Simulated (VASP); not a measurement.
# Si62P (a cell with a defect) in VASP: single point with PBEsol

Aim: the single point of Si62P (a cell with a defect) with PBEsol.

Everything below comes from runs of VASP 6.6.1. Logs are shortened: lines on timing, memory, paths and dates and some standing lists are left out, and cuts for length are marked.

**1. The cell of the first run**

The cell holds a defect, 63 atoms: a = 10.860 Å, b = 10.860 Å, c = 10.860 Å, α = 90.00°, β = 90.00°, γ = 90.00°.

**2. Single point, PBEsol, collinear spin**

INCAR

```
PREC = Accurate
ENCUT = 400
EDIFF = 1E-6
ISMEAR = 0
SIGMA = 0.05
LREAL = Auto
LASPH = True
NELM = 200
ALGO = Normal
ISIF = 2
LWAVE = False
LCHARG = False
ISPIN = 2
MAGMOM = 0 0 0 0 0 0 0 0 0 0 0 0 0 0 0 0 0 0 0 0 0 0 0 0 0 0 0 0 0 0 0 0 0 0 0 0 0 0 0 0 0 0 0 0 0 0 0.12 0 0 0 0 0 0 0 0 0 0 0 0 0 0 0 0
LORBIT = 11
GGA = PS
NBANDS = 168
GGA_COMPAT = False
```

KPOINTS

```
Automatic mesh
0
Gamma
  1 1 1
```

POSCAR

```
Si62P
1.0
   10.8600000000      0.0000000000      0.0000000000
    0.0000000000     10.8600000000      0.0000000000
    0.0000000000      0.0000000000     10.8600000000
Si P
62 1
Direct
    0.5000604052     -0.0008873849     -0.0010616022
    0.6223380295      0.1319136280      0.1201186924
    0.7470360958      0.2563947514     -0.0069093923
    0.8765817680      0.3742207182      0.1233904236
    0.7486538674      0.0055987109      0.2449303867
    0.8746026703      0.1247569061      0.3751304788
   -0.0014056169     -0.0027717311      0.0021492634
    0.1247252302      0.1244101289      0.1250187845
    0.2500410681      0.2496667587      0.0007957643
    0.3768058932      0.3758744936      0.1235860958
    0.5015067219      0.5010721915     -0.0018039595
    0.6258419890      0.6247523941      0.1258267956
    0.7495925414      0.7494534991     -0.0002475138
    0.8732792818      0.8724784530      0.1278234807
    0.2472164825     -0.0022706262      0.2512500921
    0.3731112339      0.1220073665      0.3768403315
    0.4963049724      0.2495319521      0.2526880295
    0.6246347145      0.3753855433      0.3763444751
    0.7491525783      0.4985480663      0.2512358195
    0.8629436464      0.6195653775      0.3912060773
    0.5026464088     -0.0021988950      0.5010219153
    0.6243420810      0.1260351750      0.6256306630
    0.7500827808      0.2496386740      0.4999405157
    0.8784013812      0.3713864641      0.6248676796
    0.7468513812     -0.0045502762      0.7465537753
    0.8719539595      0.1205532228      0.8766548803
    0.0012480663      0.4999588398      0.0010550645
    0.1193097606      0.6281472376      0.1317249540
    0.2449147330      0.7518094843      0.0031759669
    0.3758287293      0.8758785451      0.1267923573
    0.0000843462      0.2493455801      0.2505476980
    0.1296542357      0.3758393186      0.3701392265
    0.2539450276      0.5036502762      0.2492275322
    0.3797633517      0.6272597606      0.3791611418
    0.5041240331      0.7508781768      0.2533489871
    0.6294731123      0.8819885820      0.3711662063
   -0.0037955801     -0.0026398711      0.5018030387
    0.1249169429      0.1256037753      0.6250412523
    0.2516022099      0.2528030387      0.5009893186
    0.3807936464      0.3812917127      0.6243648250
    0.5132153775      0.5095744015      0.5051004604
    0.8693266114      0.8701174033      0.6197505525
    0.2524172192      0.0001768877      0.7477842541
    0.3758938306      0.1261580110      0.8748083794
    0.5001699816      0.2528049724      0.7502213628
    0.6273609576      0.3859878453      0.8639055249
    0.7533888582      0.5094971455      0.7354739411
    0.8752548803      0.6250151934      0.8742581031
   -0.0131341621      0.7456428177      0.2629805709
    0.1211902394      0.8729569982      0.3762825046
    0.0027134438      0.4960500000      0.5009779926
    0.1252553407      0.6241917127      0.6253977901
    0.2491914365      0.7503005525      0.5004102210
    0.3783597606      0.8710723757      0.6250533149
   -0.0012856354      0.2456007366      0.7545811234
    0.1259054328      0.3742110497      0.8750092081
    0.2505754144      0.4999438306      0.7505178637
    0.3730408840      0.6258872007      0.8770161142
    0.5049017495      0.7417488950      0.7447584715
    0.6232581031      0.8708529466      0.8725937385
   -0.0031121547      0.7494374770      0.7472121547
    0.1242845304      0.8780159300      0.8723193370
    0.6584554328      0.6453428177      0.5972920810
```

Potentials or basis: VASP PAW PBE potentials, release 64 (Si, P).

Launch:

```
$ cat potpaw_PBE.64/Si/POTCAR potpaw_PBE.64/P/POTCAR > POTCAR
$ mpirun -np 1 vasp_gam > vasp.out
```

OUTCAR:

```text
PREC = Accurate
   ENCUT = 400
   EDIFF = 1E-6
   ISMEAR = 0
   LREAL = Auto
   LASPH = True
   NELM = 200
   ISIF = 2
   ISPIN = 2
   LORBIT = 11
   GGA = PS

 ion  position               nearest neighbor table
   1  0.500  0.999  0.999-  44 2.35  30 2.35   2 2.36  60 2.37
   2  0.622  0.132  0.120-   3 2.36   1 2.36  17 2.36   5 2.37
   3  0.747  0.256  0.993-   2 2.36  26 2.37   4 2.37  46 2.37
   4  0.877  0.374  0.123-  27 2.34  31 2.35   3 2.37  19 2.38
   5  0.749  0.006  0.245-  36 2.31  14 2.35   6 2.35   2 2.37
   6  0.875  0.125  0.375-  23 2.35  31 2.35   5 2.35  37 2.36
[... 54 lines left out ...]
  61  0.997  0.749  0.747-  48 2.34  52 2.35  42 2.36  62 2.39
  62  0.124  0.878  0.872-  43 2.35   7 2.35  29 2.37  61 2.39
  63  0.658  0.645  0.597-  47 2.34  41 2.38  59 2.54

  LATTYP: Found a simple cubic cell.
 ALAT       =    10.8600000000

  Lattice vectors:

 A1 = (  10.8600000000,   0.0000000000,   0.0000000000)
 A2 = (   0.0000000000,  10.8600000000,   0.0000000000)
 A3 = (   0.0000000000,   0.0000000000,  10.8600000000)

Analysis of symmetry for initial positions (statically):
=====================================================================
 Subroutine PRICEL returns:
 Original cell was already a primitive cell.

 Routine SETGRP: Setting up the symmetry group for a
 simple cubic supercell.

 Subroutine GETGRP returns: Found  1 space group operations
 (whereof  1 operations were pure point group operations)
 out of a pool of 48 trial point group operations.

The static configuration has the point symmetry C_1 .

Analysis of symmetry for dynamics (positions and initial velocities):
=====================================================================
 Subroutine PRICEL returns:
 Original cell was already a primitive cell.

 Routine SETGRP: Setting up the symmetry group for a
 simple cubic supercell.

 Subroutine GETGRP returns: Found  1 space group operations
 (whereof  1 operations were pure point group operations)
 out of a pool of 48 trial point group operations.

The dynamic configuration has the point symmetry C_1 .

Analysis of structural, dynamic, and magnetic symmetry:
=====================================================================
 Subroutine PRICEL returns:
 Original cell was already a primitive cell.

 Routine SETGRP: Setting up the symmetry group for a
 simple cubic supercell.

 Subroutine GETGRP returns: Found  1 space group operations
 (whereof  1 operations were pure point group operations)
 out of a pool of 48 trial point group operations.

The overall configuration has the point symmetry C_1 .

 Subroutine INISYM returns: Found  1 space group operations
 (whereof  1 operations are pure point group operations),
 and found     1 'primitive' translations

----------------------------------------------------------------------------------------

                                     Primitive cell

  volume of cell :    1280.8241

  direct lattice vectors                    reciprocal lattice vectors
    10.860000000  0.000000000  0.000000000     0.092081031  0.000000000  0.000000000
     0.000000000 10.860000000  0.000000000     0.000000000  0.092081031  0.000000000
     0.000000000  0.000000000 10.860000000     0.000000000  0.000000000  0.092081031

  length of vectors
    10.860000000 10.860000000 10.860000000     0.092081031  0.092081031  0.092081031

  position of ions in fractional coordinates (direct lattice)
     0.500060405  0.999112615  0.998938398
     0.622338029  0.131913628  0.120118692
     0.747036096  0.256394751  0.993090608
     0.876581768  0.374220718  0.123390424
     0.748653867  0.005598711  0.244930387
     0.874602670  0.124756906  0.375130479
[... 55 lines left out ...]
     0.124284530  0.878015930  0.872319337
     0.658455433  0.645342818  0.597292081

  ion indices of the primitive-cell ions
   primitive index   ion index
[... 106 lines left out ...]
   LNONCOLLINEAR =      F non collinear calculations
   LSORBIT =      F    spin-orbit coupling
   LASPH  =      T    aspherical Exc in radial PAW
   ENCUT  =  400.0 eV  29.40 Ry    5.42 a.u.  17.71 17.71 17.71*2*pi/ulx,y,z
   NELM   =    200;   NELMIN=  2; NELMDL= -5     # of ELM steps
   EDIFF  = 0.1E-05   stopping-criterion for ELM
   LREAL  =      T    real-space projection
   EDIFFG = 0.1E-04   stopping-criterion for IOM
   NSW    =      0    number of steps for IOM
   IBRION =     -1    ionic relax: 0-MD 1-quasi-New 2-CG
   NFREE  =      0    steps in history (QN), initial steepest desc. (CG)
   ISIF   =      2    stress and relaxation
   ISYM   =      2    0-nonsym 1-usesym 2-fastsym
   POTIM  = 0.5000    time-step for ionic-motion
   TEBEG  =    0.0;   TEEND  =   0.0 temperature during run
   PSTRESS=    0.0 pullay stress
   NELECT =     253.0000    total number of electrons
   NUPDOWN=      -1.0000    fix difference up-down
   EMIN   =  10.00;   EMAX   =-10.00  energy-range for DOS
   EFERMI =   0.00;   METHOD = LEGACY
   ISMEAR =     0;   SIGMA  =   0.05  broadening in eV -4-tet -1-fermi 0-gaus
   EFERMI_NEDOS =   21; number of points for ismear=-14 and -15
   IALGO  =     38    algorithm
   IMIX   =      4    mixing-type and parameters
     AMIX     =   0.40;   BMIX     =  1.00
     AMIX_MAG =   1.60;   BMIX_MAG =  1.00
  volume/ion in A,a.u.               =      20.33       137.20
  Fermi-wavevector in a.u.,A,eV,Ry     =   0.953422  1.801706 12.367880  0.909014
  Thomas-Fermi vector in A             =   2.082076
   LORBIT       =     11    0 simple, 1 ext, 2 COOP (PROOUT), +10 PAW based schemes
   GGA     = PS    functional components
   LHFCALC =     F    Hartree Fock is set to
   AEXX    =    0.0000 exact exchange contribution
   IVDW    =     0    specifies the selected vdW correction
   LEPSILON=     F    determine dielectric tensor
   LRPA    =     F    only Hartree local field effects (RPA)
 spin polarized calculation
 Gauss-broadening in eV      SIGMA  =   0.05
  energy-cutoff  :      400.00
  volume of cell :     1280.82
 maximum number of plane-waves:     11564
 NGX is ok and might be reduce to    70
   NGX = 35   NGY = 35   NGZ = 35

 number of electron     252.9999995 magnetization       0.9365794

 Free energy of the ion-electron system (eV)
  ---------------------------------------------------
  ext. energy  EPLUGINS =         0.00000000
  ---------------------------------------------------
  free energy    TOTEN  =      -352.45725252 eV

  energy without entropy =     -352.43584952  energy(sigma->0) =     -352.44655102

 E-fermi :   6.1103     XC(G=0):  -9.4904

 val. band max:        6.0801601449   @ k =   0.0000   0.0000   0.0000
 cond. band min:       6.1450047588   @ k =   0.0000   0.0000   0.0000
 fundamental gap:      0.0648446139
 Fermi energy:         6.1103317455

 spin component 1

 k-point     1 :       0.0000    0.0000    0.0000
  band No.  band energies     occupation
      1      -6.3363      1.00000
      2      -5.6525      1.00000
      3      -5.2129      1.00000
      4      -5.2037      1.00000
      5      -5.2001      1.00000
      6      -5.1928      1.00000
[... 130 lines left out ...]
    137       6.7303      0.00000
    138       6.7802      0.00000
 Fermi energy:         6.1103317455

 spin component 2

 k-point     1 :       0.0000    0.0000    0.0000
  band No.  band energies     occupation
      1      -6.3226      1.00000
      2      -5.6382      1.00000
      3      -5.2012      1.00000
      4      -5.1891      1.00000
      5      -5.1882      1.00000
      6      -5.1810      1.00000
[... 130 lines left out ...]
    137       6.7434      0.00000
    138       6.7973      0.00000
 [bands above 138 left out]

------------------------ aborting loop because EDIFF is reached ----------------------------------------

  FORCE on cell =-STRESS in cart. coord.  units (eV):
  Direction    XX          YY          ZZ          XY          YZ          ZX
  --------------------------------------------------------------------------------------
  -------------------------------------------------------------------------------------
  Total       -3.6092951      0.6550751     -2.8302549      1.0245672     -4.3654352     -2.4404544
  in kB       -4.5148518      0.8194307     -3.5403537      1.2816268     -5.4607042     -3.0527539
  external PRESSURE =      -2.4119250 kB  Pullay stress =       0.0000000 kB

 VOLUME and BASIS-vectors are now :
 -----------------------------------------------------------------------------
  energy-cutoff  :      400.00
  volume of cell :     1280.82
      direct lattice vectors                 reciprocal lattice vectors
    10.860000000  0.000000000  0.000000000     0.092081031  0.000000000  0.000000000
     0.000000000 10.860000000  0.000000000     0.000000000  0.092081031  0.000000000
     0.000000000  0.000000000 10.860000000     0.000000000  0.000000000  0.092081031

 POSITION                                       TOTAL-FORCE (eV/Angst)
 -----------------------------------------------------------------------------------
      5.43066     10.85036     10.84847         0.008979      0.001201     -0.004365
      6.75859      1.43258      1.30449         0.031448     -0.028341      0.022638
      8.11281      2.78445     10.78496         0.007107     -0.037850      0.033930
      9.51968      4.06404      1.34002        -0.001283      0.022393      0.011495
      8.13038      0.06080      2.65994         0.027613      0.007622     -0.002752
      9.49818      1.35486      4.07392         0.015447      0.017851     -0.008832
[... 55 lines left out ...]
      1.34973      9.53525      9.47339         0.001738     -0.013473     -0.006392
      7.15083      7.00842      6.48659        -0.867890     -0.214149      0.561694
 -----------------------------------------------------------------------------------
    total drift:                               -0.005697     -0.011355      0.001225

  FREE ENERGIE OF THE ION-ELECTRON SYSTEM (eV)
  ---------------------------------------------------
  free  energy   TOTEN  =      -352.4572525177 eV

  energy  without entropy=     -352.4358495190  energy(sigma->0) =     -352.44655102

 total charge

# of ion       s       p       d       tot
------------------------------------------
    1        0.740   0.948   0.000   1.688
    2        0.746   0.935   0.000   1.681
    3        0.747   0.933   0.000   1.679
    4        0.745   0.940   0.000   1.685
    5        0.740   0.954   0.000   1.694
    6        0.740   0.956   0.000   1.696
[... 55 lines left out ...]
   62        0.747   0.935   0.000   1.681
   63        1.112   1.317   0.000   2.429
--------------------------------------------------
tot         47.207  59.621   0.000 106.829

 magnetization (x)

# of ion       s       p       d       tot
------------------------------------------
    1        0.000   0.003   0.000   0.003
    2        0.004   0.003   0.000   0.007
    3        0.001   0.005   0.000   0.005
    4        0.002   0.008   0.000   0.010
    5       -0.000  -0.000   0.000  -0.001
    6        0.001  -0.000   0.000   0.000
[... 55 lines left out ...]
   62        0.000   0.003   0.000   0.003
   63        0.002  -0.001   0.000   0.001
--------------------------------------------------
tot          0.067   0.223   0.000   0.291
```

Run time: 19 min. Hardware: 1 thread of Intel Xeon 8259CL, shared host; peak memory 1 GiB.

Results:

* Free energy: -352.4573 eV
* Pressure: -0.2 GPa
* Largest force: 1.056 eV/Å
* Net moment: 0.94 μB per cell
* Site moments: Si +0.00, +0.01, -0.00, +0.06, +0.02 (each value once); P +0.00 μB
* Valence electrons inside the program's atomic spheres: Si 1.69, 1.68, 1.70, 1.63, 1.67, 1.65, 1.64, 1.66 (each value once); P 2.43

Forces in eV/Å, atoms in the order of the input:
```
Si   0.009  0.001 -0.004
Si   0.031 -0.028  0.023
Si   0.007 -0.038  0.034
Si  -0.001  0.022  0.011
Si   0.028  0.008 -0.003
Si   0.015  0.018 -0.009
Si   0.011  0.007 -0.016
Si   0.009  0.009  0.004
Si  -0.005 -0.001 -0.008
Si  -0.008 -0.005  0.015
Si  -0.008 -0.014  0.019
Si   0.011  0.005 -0.003
Si   0.005  0.008 -0.001
Si   0.018  0.009 -0.015
Si   0.004  0.007 -0.011
Si   0.009 -0.002  0.000
Si   0.026 -0.005 -0.014
Si  -0.001 -0.024 -0.018
Si   0.002  0.026  0.006
Si   0.077  0.109 -0.117
Si  -0.006  0.021 -0.018
Si   0.012  0.009  0.009
Si   0.001  0.000 -0.009
Si  -0.051  0.041  0.003
Si   0.013  0.020 -0.004
Si   0.024  0.012 -0.005
Si  -0.007  0.028 -0.038
Si   0.070  0.008 -0.063
Si   0.073 -0.005 -0.065
Si   0.010  0.005  0.003
Si   0.004  0.024 -0.015
Si  -0.020  0.013  0.037
Si   0.001  0.006  0.001
Si  -0.006 -0.018 -0.006
Si   0.001 -0.016 -0.016
Si   0.027  0.008  0.002
Si   0.092  0.092 -0.022
Si   0.046  0.035  0.003
Si   0.018  0.012 -0.016
Si  -0.019 -0.028  0.026
Si  -0.023 -0.055  0.006
Si   0.119  0.150 -0.030
Si   0.009 -0.022 -0.001
Si  -0.009 -0.013  0.008
Si  -0.009 -0.031  0.005
Si  -0.011 -0.096  0.099
Si  -0.133 -0.086  0.129
Si  -0.036  0.008 -0.023
Si   0.095 -0.005 -0.095
Si   0.016  0.005 -0.012
Si  -0.026  0.045 -0.031
Si   0.006  0.003  0.001
Si   0.015 -0.002 -0.005
Si   0.023 -0.011 -0.006
Si  -0.005  0.036 -0.039
Si  -0.002  0.005  0.005
Si  -0.004 -0.006 -0.004
Si   0.080 -0.029 -0.073
Si   0.205 -0.066 -0.152
Si   0.029  0.015 -0.003
Si   0.004  0.006 -0.033
Si   0.002 -0.013 -0.006
P   -0.868 -0.214  0.562
```

Levels at points of the mesh, in eV from the Fermi level:
Spin up:
| k point | band 125 | band 126 | band 127 | band 128 | band 129 | band 130 |
| --- | --- | --- | --- | --- | --- | --- |
| (0.00, 0.00, 0.00) | -0.76 | -0.34 | -0.03 | 0.03 | 0.12 | 0.16 |
Spin down:
```csv
k point,band 123,band 124,band 125,band 126,band 127,band 128,band 129,band 130
"(0.00, 0.00, 0.00)",-0.97,-0.75,-0.73,-0.32,0.07,0.09,0.14,0.18
```

Caveat: the k points lie up to 0.58 Å⁻¹ apart; the PAW data sets were made with another functional, which shifts forces and pressure a little.
